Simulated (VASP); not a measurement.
# Ta (P6_3/mmc) in VASP: single point with LDA

Aim: the single point of Ta with LDA.

All numbers are computed with VASP 6.6.1; they aren't measurements. Logs are shortened: lines on timing, memory, paths and dates and some standing lists are left out, and cuts for length are marked.

## Step 1: The cell of the first run

It takes space group P6_3/mmc (No. 194, hexagonal). Conventional cell: a = 2.900 Å, b = 2.900 Å, c = 5.166 Å, α = 90.00°, β = 90.00°, γ = 120.00°. Within 3.8 Å of Ta (site symmetry -6m2) lie 12 Ta at 2.90 to 3.08 Å.

This isn't the form of Ta at room conditions, which is bcc.

## Step 2: Single point, LDA

Input file INCAR:

```
  PREC = Accurate
  ENCUT = 500
  EDIFF = 1E-6
  ISMEAR = 0
  SIGMA = 0.1
  LREAL = F
  LASPH = T
  NELM = 120
  ALGO = Normal
  ISIF = 2
  LWAVE = F
  LCHARG = T
  LELF = T
  LVHAR = T
  NBANDS = 18
  GGA_COMPAT = F
```

Input file KPOINTS:

```
regular mesh
0
Gamma
  10 10 5
```

Input file POSCAR:

```
Ta
1.0
    2.9003720000      0.0000000000      0.0000000000
   -1.4501860000      2.5117960000      0.0000000000
    0.0000000000      0.0000000000      5.1662740000
Ta
2
Direct
    0.6666666667      0.3333333333      0.7500000000
    0.3333333333      0.6666666667      0.2500000000
```

Potentials or basis: VASP PAW LDA potentials, release 64 (Ta_pv).

On the command line:

```bash
cat potpaw_LDA.64/Ta_pv/POTCAR > POTCAR
mpirun -np 1 vasp_std > vasp.out
```

OUTCAR:

```text
PREC = Accurate
   ENCUT = 500
   EDIFF = 1E-6
   ISMEAR = 0
   LREAL = F
   LASPH = T
   NELM = 120
   ISIF = 2

 ion  position               nearest neighbor table
   1  0.667  0.333  0.750-   2 3.08   2 3.08   2 3.08   2 3.08   2 3.08   2 3.08
   2  0.333  0.667  0.250-   1 3.08   1 3.08   1 3.08   1 3.08   1 3.08   1 3.08

  LATTYP: Found a hexagonal cell.
 ALAT       =     2.9003720000
 C/A-ratio  =     1.7812453023

  Lattice vectors:

 A1 = (   2.9003720000,   0.0000000000,   0.0000000000)
 A2 = (  -1.4501860000,   2.5117960000,   0.0000000000)
 A3 = (   0.0000000000,   0.0000000000,   5.1662740000)

Analysis of symmetry for initial positions (statically):
=====================================================================
 Subroutine PRICEL returns:
 Original cell was already a primitive cell.

 Routine SETGRP: Setting up the symmetry group for a
 hexagonal supercell.

 Subroutine GETGRP returns: Found 24 space group operations
 (whereof 12 operations were pure point group operations)
 out of a pool of 24 trial point group operations.

The static configuration has the point symmetry D_3d.
 The point group associated with its full space group is D_6h.

Analysis of symmetry for dynamics (positions and initial velocities):
=====================================================================
 Subroutine PRICEL returns:
 Original cell was already a primitive cell.

 Routine SETGRP: Setting up the symmetry group for a
 hexagonal supercell.

 Subroutine GETGRP returns: Found 24 space group operations
 (whereof 12 operations were pure point group operations)
 out of a pool of 24 trial point group operations.

The dynamic configuration has the point symmetry D_3d.
 The point group associated with its full space group is D_6h.

 Subroutine INISYM returns: Found 24 space group operations
 (whereof 12 operations are pure point group operations),
 and found     1 'primitive' translations

----------------------------------------------------------------------------------------

                                     Primitive cell

  volume of cell :      37.6370

  direct lattice vectors                    reciprocal lattice vectors
     2.900372000  0.000000000  0.000000000     0.344783359  0.199060752  0.000000000
    -1.450186000  2.511796000  0.000000000     0.000000000  0.398121503  0.000000000
     0.000000000  0.000000000  5.166274000     0.000000000  0.000000000  0.193563098

  length of vectors
     2.900372000  2.900372145  5.166274000     0.398121523  0.398121503  0.193563098

  position of ions in fractional coordinates (direct lattice)
     0.666666667  0.333333333  0.750000000
     0.333333333  0.666666667  0.250000000

  ion indices of the primitive-cell ions
   primitive index   ion index
                 1           1
                 2           2

----------------------------------------------------------------------------------------

 KPOINTS: regular mesh

Automatic generation of k-mesh.
 Grid dimensions read from file:
 generate k-points for:   10   10    5

 Generating k-lattice:

  Cartesian coordinates                     Fractional coordinates (reciprocal lattice)
     0.034478336  0.019906075  0.000000000     0.100000000  0.000000000  0.000000000
     0.000000000  0.039812150  0.000000000     0.000000000  0.100000000  0.000000000
     0.000000000  0.000000000  0.038712620     0.000000000  0.000000000  0.200000000

  Length of vectors
     0.039812152  0.039812150  0.038712620

  Shift w.r.t. Gamma in fractional coordinates (k-lattice)
     0.000000000  0.000000000  0.000000000

 Subroutine IBZKPT returns following result:
 ===========================================

 Found     42 irreducible k-points:

 Following reciprocal coordinates:
            Coordinates               Weight
  0.000000  0.000000  0.000000      1.000000
  0.100000  0.000000  0.000000      6.000000
  0.200000  0.000000  0.000000      6.000000
  0.300000  0.000000  0.000000      6.000000
  0.400000  0.000000  0.000000      6.000000
  0.500000  0.000000  0.000000      3.000000
[... 16 lines left out ...]
  0.300000  0.100000  0.200000     24.000000
  0.400000  0.100000  0.200000     24.000000
 [... further k-points ...]
   k-points           NKPTS =     42   k-points in BZ     NKDIM =     42   number of bands    NBANDS=     18
   number of dos      NEDOS =    301   number of ions     NIONS =      2
   total plane-waves  NPLWV =  23040
   dimension x,y,z NGX =    24 NGY =   24 NGZ =   40
   dimension x,y,z NGXF=    48 NGYF=   48 NGZF=   80
   ions per type =               2
   NGX,Y,Z   is equivalent  to a cutoff of  13.76, 13.76, 12.87 a.u.
   NGXF,Y,Z  is equivalent  to a cutoff of  27.51, 27.51, 25.74 a.u.
 SYSTEM =  unknown system
   PREC   = accura    normal or accurate (medium, high low for compatibility)
   ISTART =      0    job   : 0-new  1-cont  2-samecut
   ICHARG =      2    charge: 1-file 2-atom 10-const
   ISPIN  =      1    spin polarized calculation?
   LNONCOLLINEAR =      F non collinear calculations
   LSORBIT =      F    spin-orbit coupling
   LASPH  =      T    aspherical Exc in radial PAW
   ENCUT  =  500.0 eV  36.75 Ry    6.06 a.u.   5.29  5.29  9.42*2*pi/ulx,y,z
   NELM   =    120;   NELMIN=  2; NELMDL= -5     # of ELM steps
   EDIFF  = 0.1E-05   stopping-criterion for ELM
   LREAL  =      F    real-space projection
[... 7 lines left out ...]
   TEBEG  =    0.0;   TEEND  =   0.0 temperature during run
   PSTRESS=    0.0 pullay stress
   NELECT =      22.0000    total number of electrons
   NUPDOWN=      -1.0000    fix difference up-down
   EMIN   =  10.00;   EMAX   =-10.00  energy-range for DOS
   EFERMI =   0.00;   METHOD = LEGACY
   ISMEAR =     0;   SIGMA  =   0.10  broadening in eV -4-tet -1-fermi 0-gaus
   EFERMI_NEDOS =   21; number of points for ismear=-14 and -15
   IALGO  =     38    algorithm
   IMIX   =      4    mixing-type and parameters
     AMIX     =   0.40;   BMIX     =  1.00
     AMIX_MAG =   1.60;   BMIX_MAG =  1.00
  volume/ion in A,a.u.               =      18.82       126.99
  Fermi-wavevector in a.u.,A,eV,Ry     =   1.368812  2.586680 25.492516  1.873647
  Thomas-Fermi vector in A             =   2.494743
   LORBIT       =      0    0 simple, 1 ext, 2 COOP (PROOUT), +10 PAW based schemes
   GGA     = CA    functional components
   LHFCALC =     F    Hartree Fock is set to
   AEXX    =    0.0000 exact exchange contribution
   IVDW    =     0    specifies the selected vdW correction
   LEPSILON=     F    determine dielectric tensor
   LRPA    =     F    only Hartree local field effects (RPA)
 non-spin polarized calculation
 Gauss-broadening in eV      SIGMA  =   0.10
  energy-cutoff  :      500.00
  volume of cell :       37.64
 maximum number of plane-waves:       972
 NGX is ok and might be reduce to    24
   NGX = 11   NGY = 11   NGZ = 19

 number of electron      22.0000003 magnetization

 Free energy of the ion-electron system (eV)
  ---------------------------------------------------
  ext. energy  EPLUGINS =         0.00000000
  ---------------------------------------------------
  free energy    TOTEN  =       -24.96612775 eV

  energy without entropy =      -24.95395989  energy(sigma->0) =      -24.96004382

 E-fermi :   5.4229     XC(G=0): -12.5629

 val. band max:        5.3866079471   @ k =   0.3000   0.1000   0.0000
 cond. band min:       5.4332557672   @ k =   0.3000   0.1000   0.4000
 fundamental gap:      0.0466478201
 Fermi energy:         5.4228838108

 k-point     1 :       0.0000    0.0000    0.0000
  band No.  band energies     occupation
      1     -28.9362      2.00000
      2     -28.1105      2.00000
      3     -28.0064      2.00000
      4     -28.0064      2.00000
      5     -27.9230      2.00000
      6     -27.9230      2.00000
[... 10 lines left out ...]
     17      10.4980      0.00000
     18      10.4980      0.00000

 k-point     2 :       0.1000    0.0000    0.0000
  band No.  band energies     occupation
      1     -28.9042      2.00000
      2     -28.1142      2.00000
      3     -28.1097      2.00000
      4     -28.0344      2.00000
      5     -28.0285      2.00000
      6     -27.9422      2.00000
[... 10 lines left out ...]
     17      10.6388      0.00000
     18      11.2780      0.00000

 k-point     3 :       0.2000    0.0000    0.0000
  band No.  band energies     occupation
      1     -28.8155      2.00000
      2     -28.3764      2.00000
      3     -28.2938      2.00000
      4     -28.1285      2.00000
      5     -28.1053      2.00000
      6     -27.9935      2.00000
[... 10 lines left out ...]
     17      10.8334      0.00000
     18      12.7861      0.00000

 k-point     4 :       0.3000    0.0000    0.0000
  band No.  band energies     occupation
      1     -28.6977      2.00000
      2     -28.6915      2.00000
      3     -28.6036      2.00000
      4     -28.1897      2.00000
      5     -28.1598      2.00000
      6     -28.0582      2.00000
[... 375 lines left out ...]
      4     -28.1984      2.00000
      5     -28.1460      2.00000
      6     -28.0805      2.00000
[... 10 lines left out ...]
     17      10.3962      0.00000
     18      12.2537      0.00000

 k-point    23 :       0.3000    0.1000    0.2000
  band No.  band energies     occupation
      1     -28.8509      2.00000
      2     -28.7716      2.00000
      3     -28.5301      2.00000
      4     -28.2697      2.00000
      5     -28.2062      2.00000
      6     -28.1510      2.00000
[... 10 lines left out ...]
     17      11.2802      0.00000
     18      12.6758      0.00000

 k-point    24 :       0.4000    0.1000    0.2000
  band No.  band energies     occupation
      1     -29.0041      2.00000
      2     -28.9132      2.00000
      3     -28.4628      2.00000
      4     -28.3167      2.00000
      5     -28.2561      2.00000
      6     -28.1914      2.00000
[... 10 lines left out ...]
     17      12.5086      0.00000
     18      13.5045      0.00000

 [... further k-points ...]

------------------------ aborting loop because EDIFF is reached ----------------------------------------

  FORCE on cell =-STRESS in cart. coord.  units (eV):
  Direction    XX          YY          ZZ          XY          YZ          ZX
  --------------------------------------------------------------------------------------
  -------------------------------------------------------------------------------------
  Total       -2.8113545     -2.8113549     -2.1787322      0.0000000      0.0000000      0.0000000
  in kB     -119.6769988   -119.6770148    -92.7467976      0.0000000      0.0000000      0.0000000
  external PRESSURE =    -110.7002704 kB  Pullay stress =       0.0000000 kB

 VOLUME and BASIS-vectors are now :
 -----------------------------------------------------------------------------
  energy-cutoff  :      500.00
  volume of cell :       37.64
      direct lattice vectors                 reciprocal lattice vectors
     2.900372000  0.000000000  0.000000000     0.344783359  0.199060752  0.000000000
    -1.450186000  2.511796000  0.000000000     0.000000000  0.398121503  0.000000000
     0.000000000  0.000000000  5.166274000     0.000000000  0.000000000  0.193563098

 POSITION                                       TOTAL-FORCE (eV/Angst)
 -----------------------------------------------------------------------------------
      1.45019      0.83727      3.87471        -0.000000      0.000000      0.000000
     -0.00000      1.67453      1.29157         0.000000     -0.000000      0.000000
 -----------------------------------------------------------------------------------
    total drift:                                0.000000     -0.000000      0.000000

  FREE ENERGIE OF THE ION-ELECTRON SYSTEM (eV)
  ---------------------------------------------------
  free  energy   TOTEN  =       -24.9661277499 eV

  energy  without entropy=      -24.9539598870  energy(sigma->0) =      -24.96004382
```

It took 10 s on 1 thread of Intel Xeon Platinum 8559C (Emerald Rapids), shared host; peak memory 0.15 GiB.

Results:

- Free energy: -24.9661 eV
- Pressure: -11.1 GPa
- Band gap on the k mesh: zero (bands 11 and 12 overlap by 1.61 eV)

Stress tensor (GPa, compression positive):
```
-11.97   0.00   0.00
  0.00 -11.97   0.00
  0.00   0.00  -9.27
```

Caveat: the cell stands under tension; spin-orbit coupling is left out, which moves the levels of the heavy elements.
